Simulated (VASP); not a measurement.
# Ga3As3CO in VASP: further runs, part 2 of 2

VASP 6.6.1. The steps go on from the part before.

**3. Single point, PBE+D3(BJ)**

File INCAR:

```
PREC = Accurate
ENCUT = 520
EDIFF = 1E-7
ISMEAR = 0
SIGMA = 0.05
LREAL = F
LASPH = T
NELM = 80
ALGO = Normal
ISIF = 2
LWAVE = F
LCHARG = T
LDIPOL = T
IDIPOL = 3
DIPOL = 0.5 0.5 0.323
GGA = PE
IVDW = 12
LELF = T
LVHAR = T
LVACPOTAV = T
NBANDS = 42
```

File KPOINTS:

```
regular mesh
0
Gamma
  7 5 1
```

File POSCAR:

```
Ga3As3CO
1.0
    4.0137031111      0.0000000000      0.0000000000
    0.0000000000      5.6762333751      0.0000000000
    0.0000000000      0.0000000000     23.3352699083
Ga As O C
3 3 1 1
Direct
    0.5000000000      0.5000000000      0.1714143447
    0.0000000000      0.0653835255      0.2680035048
    0.5000000000      0.4894639609      0.3228546357
    0.0000000000      0.2500000000      0.1714143447
    0.5000000000      0.8102208698      0.2504948966
    0.0000000000      0.2887573198      0.3593388866
    0.3333333333      0.9554239865      0.4964703624
    0.3333333333      0.9554239865      0.5457519865
```

Potentials or basis: VASP PAW PBE potentials, release 64 (Ga_d, As, O, C).

Command:

```bash
$ cat potpaw_PBE.64/Ga_d/POTCAR potpaw_PBE.64/As/POTCAR potpaw_PBE.64/O/POTCAR potpaw_PBE.64/C/POTCAR > POTCAR
$ mpirun -np 1 vasp_std > vasp.out
```

OUTCAR:

```text
PREC = Accurate
   ENCUT = 520
   EDIFF = 1E-7
   ISMEAR = 0
   LREAL = F
   LASPH = T
   NELM = 80
   ISIF = 2
   GGA = PE
   IVDW = 12
 IVDW          = 12

 ion  position               nearest neighbor table
   1  0.500  0.500  0.171-   4 2.46   4 2.46   5 2.55
   2  0.000  0.065  0.268-   6 2.48   4 2.49   5 2.51   5 2.51
   3  0.500  0.489  0.323-   6 2.46   6 2.46   5 2.48
   4  0.000  0.250  0.171-   1 2.46   1 2.46   2 2.49
   5  0.500  0.810  0.250-   3 2.48   2 2.51   2 2.51   1 2.55
   6  0.000  0.289  0.359-   3 2.46   3 2.46   2 2.48
   7  0.333  0.955  0.496-   8 1.15
   8  0.333  0.955  0.546-   7 1.15

  LATTYP: Found a simple orthorhombic cell.
 ALAT       =     4.0137031111
 B/A-ratio  =     1.4142135624
 C/A-ratio  =     5.8139003465

  Lattice vectors:

 A1 = (   4.0137031111,   0.0000000000,   0.0000000000)
 A2 = (   0.0000000000,   5.6762333751,   0.0000000000)
 A3 = (   0.0000000000,   0.0000000000,  23.3352699083)

Analysis of symmetry for initial positions (statically):
=====================================================================
 Subroutine PRICEL returns:
 Original cell was already a primitive cell.

 Routine SETGRP: Setting up the symmetry group for a
 simple orthorhombic supercell.

 Subroutine GETGRP returns: Found  1 space group operations
 (whereof  1 operations were pure point group operations)
 out of a pool of  8 trial point group operations.

The static configuration has the point symmetry C_1 .

Analysis of symmetry for dynamics (positions and initial velocities):
=====================================================================
 Subroutine PRICEL returns:
 Original cell was already a primitive cell.

 Routine SETGRP: Setting up the symmetry group for a
 simple orthorhombic supercell.

 Subroutine GETGRP returns: Found  1 space group operations
[... 134 lines left out ...]
   LHFCALC =     F    Hartree Fock is set to
   AEXX    =    0.0000 exact exchange contribution
   IVDW    =    12    specifies the selected vdW correction
   LEPSILON=     F    determine dielectric tensor
   LRPA    =     F    only Hartree local field effects (RPA)
 non-spin polarized calculation
 Gauss-broadening in eV      SIGMA  =   0.05
  energy-cutoff  :      520.00
  volume of cell :      531.64
 maximum number of plane-waves:     14367
 NGX is ok and might be reduce to    30
   NGX = 15   NGY = 21   NGZ = 87

 dipolmoment           0.000000      0.000000     -0.002628 electrons x Angstroem

 number of electron      64.0000018 magnetization

 dipolmoment           0.000000      0.000000      0.061482 electrons x Angstroem

 Free energy of the ion-electron system (eV)
  ---------------------------------------------------
  ext. energy  EPLUGINS =         0.00000000
  ---------------------------------------------------
  free energy    TOTEN  =       -37.54809753 eV

  energy without entropy =      -37.54809753  energy(sigma->0) =      -37.54809753

 E-fermi :  -2.1027     XC(G=0):  -3.8105

 val. band max:       -2.3007878970   @ k =   0.0000   0.0000   0.0000
 cond. band min:      -1.8997958613   @ k =   0.4286   0.0000   0.0000
 fundamental gap:      0.4009920358
 Fermi energy:        -2.1027118330

 k-point     1 :       0.0000    0.0000    0.0000
  band No.  band energies     occupation
      1     -26.6903      2.00000
      2     -17.2772      2.00000
      3     -17.2209      2.00000
      4     -17.2050      2.00000
      5     -17.1793      2.00000
      6     -17.1553      2.00000
[... 799 lines left out ...]
     41       2.7057      0.00000
     42       3.0231      0.00000

------------------------ aborting loop because EDIFF is reached ----------------------------------------

 Edisp (eV)   -1.25791

 E8    (eV) :    -0.5706

  FORCE on cell =-STRESS in cart. coord.  units (eV):
  Direction    XX          YY          ZZ          XY          YZ          ZX
  --------------------------------------------------------------------------------------
  -------------------------------------------------------------------------------------
  Total      -2.07476    -2.64440    -0.88011    -0.01183    -0.06581     0.02258
  in kB      -6.25258    -7.96930    -2.65235    -0.03564    -0.19833     0.06806
  external pressure =       -5.62 kB  Pullay stress =        0.00 kB

 VOLUME and BASIS-vectors are now :
 -----------------------------------------------------------------------------
  energy-cutoff  :      520.00
  volume of cell :      531.64
      direct lattice vectors                 reciprocal lattice vectors
     4.013703111  0.000000000  0.000000000     0.249146480  0.000000000  0.000000000
     0.000000000  5.676233375  0.000000000     0.000000000  0.176173165  0.000000000
     0.000000000  0.000000000 23.335269908     0.000000000  0.000000000  0.042853586

 POSITION                                       TOTAL-FORCE (eV/Angst)
 -----------------------------------------------------------------------------------
      2.00685      2.83812      4.00000        -0.000024     -0.310321      1.029390
      0.00000      0.37113      6.25393        -0.000463     -0.008292      0.016468
      2.00685      2.77831      7.53390         0.001803      0.005777      0.009501
      0.00000      1.41906      4.00000         0.000080      0.317262     -1.061034
      2.00685      4.59900      5.84537        -0.001062      0.011782     -0.012783
      0.00000      1.63905      8.38527        -0.007849     -0.007945      0.048264
      1.33790      5.42321     11.58527         0.010316     -0.015705      0.705654
      1.33790      5.42321     12.73527        -0.002801      0.007443     -0.735460
 -----------------------------------------------------------------------------------
    total drift:                               -0.000029     -0.001014      0.000426

  FREE ENERGIE OF THE ION-ELECTRON SYSTEM (eV)
  ---------------------------------------------------
  free  energy   TOTEN  =       -38.8060120296 eV

  energy  without entropy=      -38.8060120294  energy(sigma->0) =      -38.80601203

 vacuum level on the upper side and lower side of the slab         2.823         2.335
```

stdout:

```text
POSCAR found type information on POSCAR GaAsO C
 POSCAR found :  4 types and       8 ions
 scaLAPACK will be used
 LDA part: xc-table for (Slater+PW92), standard interpolation
 POSCAR, INCAR and KPOINTS ok, starting setup
 FFT: planning ... GRIDC
 FFT: planning ... GRID_SOFT
 FFT: planning ... GRID
 WAVECAR not read
 entering main loop
 -----------------------------------------------------------------------------
|                                                                             |
|           W    W    AA    RRRRR   N    N  II  N    N   GGGG   !!!           |
|           W    W   A  A   R    R  NN   N  II  NN   N  G    G  !!!           |
|           W    W  A    A  R    R  N N  N  II  N N  N  G       !!!           |
|           W WW W  AAAAAA  RRRRR   N  N N  II  N  N N  G  GGG   !            |
|           WW  WW  A    A  R   R   N   NN  II  N   NN  G    G                |
|           W    W  A    A  R    R  N    N  II  N    N   GGGG   !!!           |
|                                                                             |
|     Did not find any points to average over, which means that no vacuum     |
|     field-free region was found. Please increase the size of  your cell     |
|     in the dimension of the dipole correction to obtain accurate            |
|     workfunction values.                                                    |
|                                                                             |
 -----------------------------------------------------------------------------
```

It took 6.6 min on 1 thread of Intel Xeon 6975P-C (Granite Rapids), shared host; peak memory 0.74 GiB.

Results:

```yaml
Free_energy: -38.8060 eV
Largest_force: 1.107 eV/Å
Band_gap_on_the_k_mesh: 0.40 eV (least direct gap 0.75 eV)
Dispersion_energy_per_atom: -0.157 eV
```

Forces in eV/Å, atoms in the order of the input:
```
Ga   0.000 -0.310  1.029
Ga   0.000 -0.008  0.016
Ga   0.002  0.006  0.010
As   0.000  0.317 -1.061
As  -0.001  0.012 -0.013
As  -0.008 -0.008  0.048
O    0.010 -0.016  0.706
C   -0.003  0.007 -0.735
```

Levels at points of the mesh, in eV from the valence-band top:
| k point | band 28 | band 29 | band 30 | band 31 | band 32 | band 33 | band 34 | band 35 | band 36 | band 37 |
| --- | --- | --- | --- | --- | --- | --- | --- | --- | --- | --- |
| (0.00, 0.00, 0.00) | -1.98 | -1.32 | -0.89 | -0.86 | 0.00 | 0.75 | 1.62 | 2.31 | 2.57 | 2.91 |

**4. Single point, PBE+D3(BJ)**

File INCAR:

```
  PREC = Accurate
  ENCUT = 520
  EDIFF = 1E-6
  ISMEAR = 0
  SIGMA = 0.05
  LREAL = F
  LASPH = T
  NELM = 80
  ALGO = Normal
  ISIF = 2
  LWAVE = F
  LCHARG = T
  LDIPOL = T
  IDIPOL = 3
  DIPOL = 0.5 0.5 0.323
  GGA = PE
  IVDW = 12
  LELF = T
  LVHAR = T
  LVACPOTAV = T
  NBANDS = 42
```

KPOINTS is that of step 3.

POSCAR, as its differences from that of step 3:

```diff
@@ -14,3 +14,3 @@
     0.0000000000      0.2887573198      0.3593388866
-    0.3333333333      0.9554239865      0.4964703624
-    0.3333333333      0.9554239865      0.5457519865
+    0.3333333333      0.2887573198      0.4964703624
+    0.3333333333      0.2887573198      0.5457519865
```

Potentials or basis: VASP PAW PBE potentials, release 64 (Ga_d, As, O, C).

Command:

```bash
$ cat potpaw_PBE.64/Ga_d/POTCAR potpaw_PBE.64/As/POTCAR potpaw_PBE.64/O/POTCAR potpaw_PBE.64/C/POTCAR > POTCAR
$ mpirun -np 1 vasp_std > vasp.out
```

OUTCAR:

```text
PREC = Accurate
   ENCUT = 520
   EDIFF = 1E-6
   ISMEAR = 0
   LREAL = F
   LASPH = T
   NELM = 80
   ISIF = 2
   GGA = PE
   IVDW = 12
 IVDW          = 12

 ion  position               nearest neighbor table
   1  0.500  0.500  0.171-   4 2.46   4 2.46   5 2.55
   2  0.000  0.065  0.268-   6 2.48   4 2.49   5 2.51   5 2.51
   3  0.500  0.489  0.323-   6 2.46   6 2.46   5 2.48
   4  0.000  0.250  0.171-   1 2.46   1 2.46   2 2.49
   5  0.500  0.810  0.250-   3 2.48   2 2.51   2 2.51   1 2.55
   6  0.000  0.289  0.359-   3 2.46   3 2.46   2 2.48
   7  0.333  0.289  0.496-   8 1.15
   8  0.333  0.289  0.546-   7 1.15

  LATTYP: Found a simple orthorhombic cell.
 ALAT       =     4.0137031111
 B/A-ratio  =     1.4142135624
 C/A-ratio  =     5.8139003465

  Lattice vectors:

 A1 = (   4.0137031111,   0.0000000000,   0.0000000000)
 A2 = (   0.0000000000,   5.6762333751,   0.0000000000)
 A3 = (   0.0000000000,   0.0000000000,  23.3352699083)

Analysis of symmetry for initial positions (statically):
=====================================================================
[... 191 lines left out ...]
      1     -26.7289      2.00000
      2     -17.2452      2.00000
      3     -17.1854      2.00000
      4     -17.1703      2.00000
      5     -17.1461      2.00000
      6     -17.1234      2.00000
[... 799 lines left out ...]
     41       2.7295      0.00000
     42       3.0560      0.00000

------------------------ aborting loop because EDIFF is reached ----------------------------------------

 Edisp (eV)   -1.26562

 E8    (eV) :    -0.5745

  FORCE on cell =-STRESS in cart. coord.  units (eV):
  Direction    XX          YY          ZZ          XY          YZ          ZX
  --------------------------------------------------------------------------------------
  -------------------------------------------------------------------------------------
  Total      -2.04170    -2.66001    -0.58664     0.00924    -0.02466     0.11892
  in kB      -6.15296    -8.01634    -1.76794     0.02784    -0.07431     0.35838
  external pressure =       -5.31 kB  Pullay stress =        0.00 kB

 VOLUME and BASIS-vectors are now :
 -----------------------------------------------------------------------------
  energy-cutoff  :      520.00
  volume of cell :      531.64
      direct lattice vectors                 reciprocal lattice vectors
     4.013703111  0.000000000  0.000000000     0.249146480  0.000000000  0.000000000
     0.000000000  5.676233375  0.000000000     0.000000000  0.176173165  0.000000000
     0.000000000  0.000000000 23.335269908     0.000000000  0.000000000  0.042853586

 POSITION                                       TOTAL-FORCE (eV/Angst)
 -----------------------------------------------------------------------------------
      2.00685      2.83812      4.00000        -0.000354     -0.315659      1.028722
      0.00000      0.37113      6.25393        -0.005359      0.004359      0.012406
      2.00685      2.77831      7.53390         0.006332     -0.008941     -0.002424
      0.00000      1.41906      4.00000         0.001140      0.318234     -1.068546
      2.00685      4.59900      5.84537        -0.002125      0.010561     -0.010189
      0.00000      1.63905      8.38527        -0.037735     -0.014518     -0.000619
      1.33790      1.63905     11.58527         0.047449      0.009617      0.758319
      1.33790      1.63905     12.73527        -0.009349     -0.003654     -0.717669
 -----------------------------------------------------------------------------------
    total drift:                               -0.000138     -0.001124      0.000161

  FREE ENERGIE OF THE ION-ELECTRON SYSTEM (eV)
  ---------------------------------------------------
  free  energy   TOTEN  =       -38.7902912056 eV

  energy  without entropy=      -38.7902912054  energy(sigma->0) =      -38.79029121

 vacuum level on the upper side and lower side of the slab         2.778         2.374
```

stdout:

```text
POSCAR found type information on POSCAR GaAsO C
 POSCAR found :  4 types and       8 ions
 scaLAPACK will be used
 LDA part: xc-table for (Slater+PW92), standard interpolation
 POSCAR, INCAR and KPOINTS ok, starting setup
 FFT: planning ... GRIDC
 FFT: planning ... GRID_SOFT
 FFT: planning ... GRID
 WAVECAR not read
 entering main loop
 -----------------------------------------------------------------------------
|                                                                             |
|           W    W    AA    RRRRR   N    N  II  N    N   GGGG   !!!           |
|           W    W   A  A   R    R  NN   N  II  NN   N  G    G  !!!           |
|           W    W  A    A  R    R  N N  N  II  N N  N  G       !!!           |
|           W WW W  AAAAAA  RRRRR   N  N N  II  N  N N  G  GGG   !            |
|           WW  WW  A    A  R   R   N   NN  II  N   NN  G    G                |
|           W    W  A    A  R    R  N    N  II  N    N   GGGG   !!!           |
|                                                                             |
|     Did not find any points to average over, which means that no vacuum     |
|     field-free region was found. Please increase the size of  your cell     |
|     in the dimension of the dipole correction to obtain accurate            |
|     workfunction values.                                                    |
|                                                                             |
 -----------------------------------------------------------------------------
```

Wall time 15 min (1 thread of Intel Xeon Platinum 8488C (Sapphire Rapids), shared host); peak memory 0.73 GiB.

Results:

| Item | Value |
| --- | --- |
| Free energy | -38.7903 eV |
| Largest force | 1.115 eV/Å |
| Band gap on the k mesh | 0.40 eV (least direct gap 0.75 eV) |
| Dispersion energy per atom | -0.158 eV |

Forces in eV/Å, atoms in the order of the input:
```
Ga   0.000 -0.316  1.029
Ga  -0.005  0.004  0.012
Ga   0.006 -0.009 -0.002
As   0.001  0.318 -1.069
As  -0.002  0.011 -0.010
As  -0.038 -0.015 -0.001
O    0.047  0.010  0.758
C   -0.009 -0.004 -0.718
```

**5. Single point, PBE+D3(BJ)**

File INCAR:

```
SYSTEM = Ga3As3CO
  ALGO = Normal
  DIPOL = 0.5 0.5 0.323
  EDIFF = 1E-6
  ENCUT = 520
  GGA = PE
  GGA_COMPAT = .FALSE.
  IDIPOL = 3
  ISIF = 2
  ISMEAR = 0
  IVDW = 12
  LASPH = .TRUE.
  LCHARG = .TRUE.
  LDIPOL = .TRUE.
  LELF = .TRUE.
  LREAL = .FALSE.
  LVACPOTAV = .TRUE.
  LVHAR = .TRUE.
  LWAVE = .FALSE.
  NBANDS = 57
  NELM = 120
  NELMDL = -8
  PREC = Accurate
  SIGMA = 0.05
```

File KPOINTS:

```
k-points
0
G
  7 5 1
  0 0 0
```

POSCAR, as its differences from that of step 4:

```diff
@@ -14,3 +14,3 @@
     0.0000000000      0.2887573198      0.3593388866
-    0.3333333333      0.2887573198      0.4964703624
-    0.3333333333      0.2887573198      0.5457519865
+    0.1666666667      1.1220906532      0.4964703624
+    0.1666666667      1.1220906532      0.5457519865
```

Potentials or basis: VASP PAW PBE potentials, release 64 (Ga_d, As_d, O, C).

Command:

```bash
$ cat potpaw_PBE.64/Ga_d/POTCAR potpaw_PBE.64/As_d/POTCAR potpaw_PBE.64/O/POTCAR potpaw_PBE.64/C/POTCAR > POTCAR
$ mpirun -np 1 vasp_std > vasp.out
```

Run time: 16 min. Hardware: 1 thread of Intel Xeon Platinum 8375C at 2.90GHz (Ice Lake), shared host; peak memory 0.82 GiB.

Results (log left out):

| Property | Result |
| --- | --- |
| Free energy | -38.8174 eV |
| Largest force | 1.106 eV/Å |
| Band gap on the k mesh | 0.40 eV (least direct gap 0.75 eV) |
| Dispersion energy per atom | -0.158 eV |

Forces on the atoms (eV/Å):
```
Ga   0.000 -0.325  1.032
Ga  -0.002  0.003  0.007
Ga   0.006 -0.007 -0.009
As   0.001  0.330 -1.056
As  -0.003  0.012 -0.007
As  -0.033  0.020 -0.046
O    0.040 -0.042  0.794
C   -0.009  0.009 -0.716
```

Levels at points of the mesh, in eV from the valence-band top:
```csv
k point,band 43,band 44,band 45,band 46,band 47,band 48,band 49,band 50,band 51,band 52
"(0.00, 0.00, 0.00)",-1.97,-1.32,-0.88,-0.85,0.00,0.75,1.63,2.28,2.50,2.91
```

**6. Summary**

| potentials or basis | cell | gap on the mesh (eV) | largest force (eV/Å) |
| --- | --- | --- | --- |
| VASP PAW PBE potentials, release 64 (Ga_d, As, O, C) | as given, atomic positions A | 0.40 | 1.11 |
| VASP PAW PBE potentials, release 64 (Ga_d, As, O, C) | as given, atomic positions B | 0.40 | 1.11 |
| VASP PAW PBE potentials, release 64 (Ga_d, As, O, C) | as given, atomic positions C | 0.40 | 1.11 |
| VASP PAW PBE potentials, release 64 (Ga_d, As_d, O, C) | as given, atomic positions D | 0.40 | 1.11 |

Alike in all rows: task single point; level PBE+D3(BJ); no spin polarisation; k mesh 7 × 5 × 1; cutoff (eV) 520; smearing gaussian 0.05 eV.

Total energies depend on the potentials used, so only differences within one code and one set of settings carry meaning.
